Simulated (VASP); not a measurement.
# CaO (Lime) (Fm-3m) in VASP: notebook, part 2 of 2

VASP 6.6.1. Earlier steps stand in the parts before.

## 4. Single point, PBEsol

This run uses another cell than the first one, of 13.94 Å³/atom, 1.087 times its volume.

Contents of INCAR:

```
SYSTEM = CaO
PREC = Accurate ; ENCUT = 520
EDIFF = 1E-7 ; ISMEAR = 0
SIGMA = 0.01 ; LREAL = .FALSE.
LASPH = .TRUE. ; NELM = 80
ALGO = Normal ; ISIF = 2
LWAVE = .FALSE. ; LCHARG = .TRUE.
GGA = PS ; LELF = .TRUE.
LVHAR = .TRUE. ; NBANDS = 15
```

Contents of KPOINTS:

```
regular mesh
0
G
  8 8 8
  0 0 0
```

Contents of POSCAR:

```
CaO
1.0
    0.0000000000      2.4065000000      2.4065000000
    2.4065000000      0.0000000000      2.4065000000
    2.4065000000      2.4065000000      0.0000000000
Ca O
1 1
Direct
    0.0000000000      0.0000000000      0.0000000000
    0.5000000000      0.5000000000      0.5000000000
```

Potentials or basis: VASP PAW PBE potentials, release 64 (Ca_sv, O).

The run is started by

```sh
$ cat potpaw_PBE.64/Ca_sv/POTCAR potpaw_PBE.64/O/POTCAR > POTCAR
$ mpirun -np 1 vasp_std > vasp.out
```

OUTCAR:

```text
SYSTEM = CaO
   PREC = Accurate
   ENCUT = 520
   EDIFF = 1E-7
   ISMEAR = 0
   LREAL = .FALSE.
   LASPH = .TRUE.
   NELM = 80
   ISIF = 2
   GGA = PS

 ion  position               nearest neighbor table
   1  0.000  0.000  0.000-   2 2.41   2 2.41   2 2.41   2 2.41   2 2.41   2 2.41
   2  0.500  0.500  0.500-   1 2.41   1 2.41   1 2.41   1 2.41   1 2.41   1 2.41

  LATTYP: Found a face centered cubic cell.
 ALAT       =     4.8130000000

  Lattice vectors:

 A1 = (   0.0000000000,   2.4065000000,   2.4065000000)
 A2 = (   2.4065000000,   0.0000000000,   2.4065000000)
[... 619 lines left out ...]

  FORCE on cell =-STRESS in cart. coord.  units (eV):
  Direction    XX          YY          ZZ          XY          YZ          ZX
  --------------------------------------------------------------------------------------
  -------------------------------------------------------------------------------------
  Total       -0.4434227     -0.4434227     -0.4434227      0.0000000     -0.0000000      0.0000000
  in kB      -25.4883023    -25.4883023    -25.4883023      0.0000000     -0.0000000      0.0000000
  external PRESSURE =     -25.4883023 kB  Pullay stress =       0.0000000 kB

 VOLUME and BASIS-vectors are now :
 -----------------------------------------------------------------------------
  energy-cutoff  :      520.00
  volume of cell :       27.87
      direct lattice vectors                 reciprocal lattice vectors
     0.000000000  2.406500000  2.406500000    -0.207770621  0.207770621  0.207770621
     2.406500000  0.000000000  2.406500000     0.207770621 -0.207770621  0.207770621
     2.406500000  2.406500000  0.000000000     0.207770621  0.207770621 -0.207770621

 POSITION                                       TOTAL-FORCE (eV/Angst)
 -----------------------------------------------------------------------------------
      0.00000      0.00000      0.00000        -0.000000      0.000000     -0.000000
      2.40650      2.40650      2.40650         0.000000     -0.000000      0.000000
 -----------------------------------------------------------------------------------
    total drift:                                0.000000      0.000000      0.000000

  FREE ENERGIE OF THE ION-ELECTRON SYSTEM (eV)
  ---------------------------------------------------
  free  energy   TOTEN  =       -13.4068755435 eV

  energy  without entropy=      -13.4068755435  energy(sigma->0) =      -13.40687554
```

OSZICAR:

```text
N       E                     dE             d eps       ncg     rms          rms(c)
DAV:   1     0.122968703295E+03    0.12297E+03   -0.83690E+03   878   0.109E+03
DAV:   2    -0.100078920331E+02   -0.13298E+03   -0.12310E+03  1159   0.286E+02
DAV:   3    -0.148081743174E+02   -0.48003E+01   -0.47674E+01  1019   0.573E+01
DAV:   4    -0.149229416433E+02   -0.11477E+00   -0.11465E+00  1216   0.752E+00
DAV:   5    -0.149241287464E+02   -0.11871E-02   -0.11871E-02  1005   0.740E-01    0.806E+00
DAV:   6    -0.135082008894E+02    0.14159E+01   -0.43469E+00   962   0.207E+01    0.357E+00
DAV:   7    -0.134233851356E+02    0.84816E-01   -0.36732E-01   975   0.629E+00    0.178E+00
DAV:   8    -0.134076722079E+02    0.15713E-01   -0.71997E-02  1108   0.291E+00    0.392E-01
DAV:   9    -0.134065228060E+02    0.11494E-02   -0.47332E-03   905   0.569E-01    0.104E-01
DAV:  10    -0.134069092488E+02   -0.38644E-03   -0.52746E-04  1031   0.265E-01    0.545E-02
DAV:  11    -0.134068766456E+02    0.32603E-04   -0.43680E-05  1156   0.932E-02    0.751E-03
DAV:  12    -0.134068755915E+02    0.10541E-05   -0.80187E-06  1040   0.318E-02    0.441E-03
DAV:  13    -0.134068755435E+02    0.48022E-07   -0.50426E-07  1066   0.831E-03
   1 F= -.13406876E+02 E0= -.13406876E+02  d E =-.525438-145
```

It took 22 s on 1 thread of Intel Xeon 8259CL, shared host; peak memory 0.16 GiB.

Results:

```yaml
Free_energy: -13.4069 eV
Pressure: -2.5 GPa
Band_gap_on_the_k_mesh: 3.54 eV, indirect (least direct gap 3.92 eV)
```

Levels at points of the mesh, in eV from the valence-band top:
| k point | band 5 | band 6 | band 7 | band 8 | band 9 | band 10 | band 11 | band 12 |
| --- | --- | --- | --- | --- | --- | --- | --- | --- |
| (0.00, 0.00, 0.00) | -15.44 | 0.00 | 0.00 | 0.00 | 4.53 | 6.18 | 6.18 | 6.18 |
| (0.50, 0.00, 0.00) | -14.21 | -2.68 | -1.21 | -1.21 | 7.00 | 8.30 | 8.35 | 8.35 |
| (0.50, 0.50, 0.00) | -15.19 | -1.32 | -0.38 | -0.38 | 3.54 | 8.01 | 8.90 | 9.57 |

Caveat: the PAW data sets were made with another functional, which shifts forces and pressure a little.

## 5. Single point, PBEsol

This run uses another cell than the first one, of 14.49 Å³/atom, 1.130 times its volume.

Contents of INCAR:

```
SYSTEM = CaO
ALGO = Normal
EDIFF = 1E-7
ENCUT = 520
GGA = PS
ISIF = 2
ISMEAR = 0
LASPH = .TRUE.
LCHARG = .TRUE.
LELF = .TRUE.
LREAL = .FALSE.
LVHAR = .TRUE.
LWAVE = .FALSE.
NBANDS = 15
NELM = 100
PREC = Accurate
SIGMA = 0.01
```

Contents of KPOINTS:

```
k-points
0
G
  8 8 8
  0 0 0
```

Contents of POSCAR:

```
CaO
1.0
    0.0000000000      2.4381681053      2.4381681053
    2.4381681053      0.0000000000      2.4381681053
    2.4381681053      2.4381681053      0.0000000000
Ca O
1 1
Direct
    0.0000000000      0.0000000000      0.0000000000
    0.5000000000      0.5000000000      0.5000000000
```

Potentials or basis: VASP PAW PBE potentials, release 64 (Ca_sv, O).

The run is started by

```sh
$ cat potpaw_PBE.64/Ca_sv/POTCAR potpaw_PBE.64/O/POTCAR > POTCAR
$ mpirun -np 1 vasp_std > vasp.out
```

OUTCAR:

```text
SYSTEM = CaO
   EDIFF = 1E-7
   ENCUT = 520
   GGA = PS
   ISIF = 2
   ISMEAR = 0
   LASPH = .TRUE.
   LREAL = .FALSE.
   NELM = 100
   PREC = Accurate

 ion  position               nearest neighbor table
   1  0.000  0.000  0.000-   2 2.44   2 2.44   2 2.44   2 2.44   2 2.44   2 2.44
   2  0.500  0.500  0.500-   1 2.44   1 2.44   1 2.44   1 2.44   1 2.44   1 2.44

  LATTYP: Found a face centered cubic cell.
 ALAT       =     4.8763362106

  Lattice vectors:

 A1 = (   0.0000000000,   2.4381681053,   2.4381681053)
 A2 = (   2.4381681053,   0.0000000000,   2.4381681053)
 A3 = (   2.4381681053,   2.4381681053,   0.0000000000)

Analysis of symmetry for initial positions (statically):
=====================================================================
 Subroutine PRICEL returns:
 Original cell was already a primitive cell.

 Routine SETGRP: Setting up the symmetry group for a
 face centered cubic supercell.

 Subroutine GETGRP returns: Found 48 space group operations
 (whereof 48 operations were pure point group operations)
 out of a pool of 48 trial point group operations.

The static configuration has the point symmetry O_h .

Analysis of symmetry for dynamics (positions and initial velocities):
=====================================================================
 Subroutine PRICEL returns:
 Original cell was already a primitive cell.

 Routine SETGRP: Setting up the symmetry group for a
 face centered cubic supercell.

 Subroutine GETGRP returns: Found 48 space group operations
 (whereof 48 operations were pure point group operations)
 out of a pool of 48 trial point group operations.

The dynamic configuration has the point symmetry O_h .

 Subroutine INISYM returns: Found 48 space group operations
 (whereof 48 operations are pure point group operations),
 and found     1 'primitive' translations

----------------------------------------------------------------------------------------

                                     Primitive cell

  volume of cell :      28.9882

[... 118 lines left out ...]
   LRPA    =     F    only Hartree local field effects (RPA)
 non-spin polarized calculation
 Gauss-broadening in eV      SIGMA  =   0.01
  energy-cutoff  :      520.00
  volume of cell :       28.99
 maximum number of plane-waves:       799
 NGX is ok and might be reduce to    28
   NGX = 13   NGY = 13   NGZ = 13

 number of electron      16.0000004 magnetization

 Free energy of the ion-electron system (eV)
  ---------------------------------------------------
  ext. energy  EPLUGINS =         0.00000000
  ---------------------------------------------------
  free energy    TOTEN  =       -13.37695331 eV

  energy without entropy =      -13.37695331  energy(sigma->0) =      -13.37695331

 E-fermi :   1.9999     XC(G=0): -10.5222

 val. band max:        1.9549204357   @ k =   0.0000   0.0000   0.0000
 cond. band min:       5.5044975534   @ k =   0.5000   0.5000   0.0000
 fundamental gap:      3.5495771178
 Fermi energy:         1.9999300455

 k-point     1 :       0.0000    0.0000    0.0000
  band No.  band energies     occupation
      1     -35.6094      2.00000
      2     -16.4794      2.00000
      3     -16.4794      2.00000
      4     -16.4794      2.00000
      5     -13.4053      2.00000
      6       1.9549      2.00000
      7       1.9549      2.00000
      8       1.9549      2.00000
      9       6.1814      0.00000
     10       8.0449      0.00000
     11       8.0449      0.00000
     12       8.0449      0.00000
     13       9.5052      0.00000
     14       9.5052      0.00000
[... 401 lines left out ...]
      2     -17.2514      2.00000
      3     -16.6932      2.00000
      4     -16.5921      2.00000
      5     -12.5824      2.00000
      6      -0.0696      2.00000
      7       0.8511      2.00000
      8       0.9450      2.00000
      9       8.4936      0.00000
     10       8.5514      0.00000
     11      10.4925      0.00000
     12      10.5768      0.00000
     13      11.8721      0.00000
     14      13.4094      0.00000
     15      15.1431      0.00000

 [... further k-points ...]

------------------------ aborting loop because EDIFF is reached ----------------------------------------

  FORCE on cell =-STRESS in cart. coord.  units (eV):
  Direction    XX          YY          ZZ          XY          YZ          ZX
  --------------------------------------------------------------------------------------
  -------------------------------------------------------------------------------------
  Total       -1.1382126     -1.1382126     -1.1382126     -0.0000000      0.0000000      0.0000000
  in kB      -62.9090358    -62.9090358    -62.9090358     -0.0000000      0.0000000      0.0000000
  external PRESSURE =     -62.9090358 kB  Pullay stress =       0.0000000 kB

 VOLUME and BASIS-vectors are now :
 -----------------------------------------------------------------------------
  energy-cutoff  :      520.00
  volume of cell :       28.99
      direct lattice vectors                 reciprocal lattice vectors
     0.000000000  2.438168105  2.438168105    -0.205071996  0.205071996  0.205071996
     2.438168105  0.000000000  2.438168105     0.205071996 -0.205071996  0.205071996
     2.438168105  2.438168105  0.000000000     0.205071996  0.205071996 -0.205071996

 POSITION                                       TOTAL-FORCE (eV/Angst)
 -----------------------------------------------------------------------------------
      0.00000      0.00000      0.00000        -0.000000      0.000000     -0.000000
      2.43817      2.43817      2.43817         0.000000     -0.000000      0.000000
 -----------------------------------------------------------------------------------
    total drift:                                0.000000      0.000000      0.000000

  FREE ENERGIE OF THE ION-ELECTRON SYSTEM (eV)
  ---------------------------------------------------
  free  energy   TOTEN  =       -13.3769533081 eV

  energy  without entropy=      -13.3769533081  energy(sigma->0) =      -13.37695331
```

OSZICAR:

```text
N       E                     dE             d eps       ncg     rms          rms(c)
DAV:   1     0.123462987621E+03    0.12346E+03   -0.82765E+03   870   0.109E+03
DAV:   2    -0.943932939400E+01   -0.13290E+03   -0.12337E+03  1101   0.286E+02
DAV:   3    -0.147609591602E+02   -0.53216E+01   -0.52861E+01  1031   0.590E+01
DAV:   4    -0.148887825563E+02   -0.12782E+00   -0.12770E+00  1189   0.852E+00
DAV:   5    -0.148920169651E+02   -0.32344E-02   -0.32343E-02  1055   0.112E+00    0.806E+00
DAV:   6    -0.134869461159E+02    0.14051E+01   -0.44957E+00   962   0.206E+01    0.369E+00
DAV:   7    -0.133935388590E+02    0.93407E-01   -0.38442E-01   975   0.630E+00    0.180E+00
DAV:   8    -0.133775437756E+02    0.15995E-01   -0.73563E-02  1101   0.296E+00    0.380E-01
DAV:   9    -0.133765795519E+02    0.96422E-03   -0.45782E-03   891   0.553E-01    0.107E-01
DAV:  10    -0.133769948362E+02   -0.41528E-03   -0.57539E-04  1073   0.274E-01    0.652E-02
DAV:  11    -0.133769548781E+02    0.39958E-04   -0.51584E-05  1170   0.996E-02    0.976E-03
DAV:  12    -0.133769533022E+02    0.15759E-05   -0.10131E-05  1026   0.369E-02    0.516E-03
DAV:  13    -0.133769533081E+02   -0.59129E-08   -0.66307E-07  1031   0.944E-03
   1 F= -.13376953E+02 E0= -.13376953E+02  d E =-.525974E-13
```

Wall time 24 s (1 thread of Intel Xeon 8259CL, shared host); peak memory 0.16 GiB.

What came out:

```yaml
Free_energy: -13.3770 eV
Pressure: -6.3 GPa
Band_gap_on_the_k_mesh: 3.55 eV, indirect (least direct gap 3.94 eV)
```

Levels at points of the mesh, in eV from the valence-band top:
```csv
k point,band 6,band 7,band 8,band 9,band 10,band 11
"(0.00, 0.00, 0.00)",0.00,0.00,0.00,4.23,6.09,6.09
"(0.50, 0.00, 0.00)",-2.59,-1.14,-1.14,6.82,8.01,8.14
"(0.50, 0.50, 0.00)",-1.34,-0.39,-0.39,3.55,7.73,8.68
```

Caveat: the PAW data sets were made with another functional, which shifts forces and pressure a little. A k mesh can miss the band edges.

## 6. Single point, PBEsol

This run uses another cell than the first one, of 15.05 Å³/atom, 1.174 times its volume.

Contents of INCAR:

```
SYSTEM = CaO
ALGO     = Normal         ! electronic algorithm
EDIFF    = 1E-7           ! SCF threshold, eV
ENCUT    = 520            ! plane-wave cutoff, eV
GGA      = PS             ! functional
ISIF     = 2              ! what is computed and relaxed
ISMEAR   = 0              ! smearing method
LASPH    = .TRUE.         ! aspherical terms in the spheres
LCHARG   = .FALSE.        ! write CHGCAR
LREAL    = .FALSE.        ! projectors in reciprocal space
LWAVE    = .FALSE.        ! write WAVECAR
NBANDS   = 15             ! bands
NELM     = 100            ! most SCF steps
PREC     = Accurate       ! precision mode
SIGMA    = 0.01           ! smearing width, eV
```

KPOINTS is that of step 5.

Contents of POSCAR:

```
CaO
1.0
    0.0000000000      2.4690342694      2.4690342694
    2.4690342694      0.0000000000      2.4690342694
    2.4690342694      2.4690342694      0.0000000000
Ca O
1 1
Direct
    0.0000000000      0.0000000000      0.0000000000
    0.5000000000      0.5000000000      0.5000000000
```

Potentials or basis: VASP PAW PBE potentials, release 64 (Ca_sv, O).

The run is started by

```sh
$ cat potpaw_PBE.64/Ca_sv/POTCAR potpaw_PBE.64/O/POTCAR > POTCAR
$ mpirun -np 1 vasp_std > vasp.out
```

Run time: 27 s. Hardware: 1 thread of Intel Xeon 8259CL, shared host; peak memory 0.16 GiB.

It converged, with:

* Free energy: -13.3235 eV
* Pressure: -9.3 GPa
* Band gap on the k mesh: 3.56 eV, indirect (least direct gap 3.95 eV)

Levels at points of the mesh, in eV from the valence-band top:
| k point | band 6 | band 7 | band 8 | band 9 | band 10 | band 11 |
| --- | --- | --- | --- | --- | --- | --- |
| (0.00, 0.00, 0.00) | 0.00 | 0.00 | 0.00 | 3.95 | 6.00 | 6.00 |
| (0.50, 0.00, 0.00) | -2.50 | -1.07 | -1.07 | 6.65 | 7.73 | 7.94 |
| (0.50, 0.50, 0.00) | -1.34 | -0.39 | -0.39 | 3.56 | 7.46 | 8.47 |

Caveat: the PAW data sets were made with another functional, which shifts forces and pressure a little.

## 7. The runs side by side

| cell | gap on the mesh (eV) | pressure (GPa) |
| --- | --- | --- |
| a = 3.310 Å, angles 60.0°, 2 atoms | 3.48 | 7.9 |
| a = 3.357 Å, angles 60.0°, 2 atoms | 3.51 | 2.1 |
| a = 3.403 Å, angles 60.0°, 2 atoms | 3.54 | -2.5 |
| a = 3.448 Å, angles 60.0°, 2 atoms | 3.55 | -6.3 |
| a = 3.492 Å, angles 60.0°, 2 atoms | 3.56 | -9.3 |

Alike in all rows: task single point; level PBEsol; potentials or basis VASP PAW PBE potentials, release 64 (Ca_sv, O); no spin polarisation; k mesh 8 × 8 × 8; cutoff (eV) 520; smearing gaussian 0.01 eV.

Caveats: the PAW data sets were made with another functional, which shifts forces and pressure a little.

Total energies depend on the potentials used, so only differences within one code and one set of settings carry meaning.
